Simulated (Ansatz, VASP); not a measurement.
PtSe2: VASP beside Ansatz

```
Pt Se
1.0
     3.72400    0.00000    0.00000
    -1.86200    3.22508    0.00000
     0.00000    0.00000    5.06200
Pt Se
1 2
Direct
  0.00000 0.00000 0.00000
  0.33333 0.66667 0.25000
  0.66667 0.33333 0.75000
```

Alike in both runs: task single point; functional PBE; k mesh 9 × 9 × 6; occupations fermi-dirac, width 0.2 eV; no spin polarisation.

|  | VASP | Ansatz |
| --- | --- | --- |
| version | VASP 6.6.1 | Ansatz 0.2.0 |
| potentials or method | VASP PAW PBE potentials, release 64 (Pt, Se), cutoff 520 eV | plane waves, PAW |
| valence electrons in the cell | 22 | 50 |

```tsv
	VASP	Ansatz	Ansatz less VASP
pressure (GPa)	7.4	7.4	+0.01
traceless stress, the component that is largest in VASP (GPa)	-1.51	-1.50	+0.009
rms of the force components (eV/Å)	0.288	0.285	-0.0030
```

Atom by atom the forces differ by 0.003 eV/Å (rms over components). VASP's potentials hold 22 valence electrons a cell and Ansatz's 50, so a difference there can come from the potentials and not from the codes.

Neither program's run includes spin-orbit coupling.
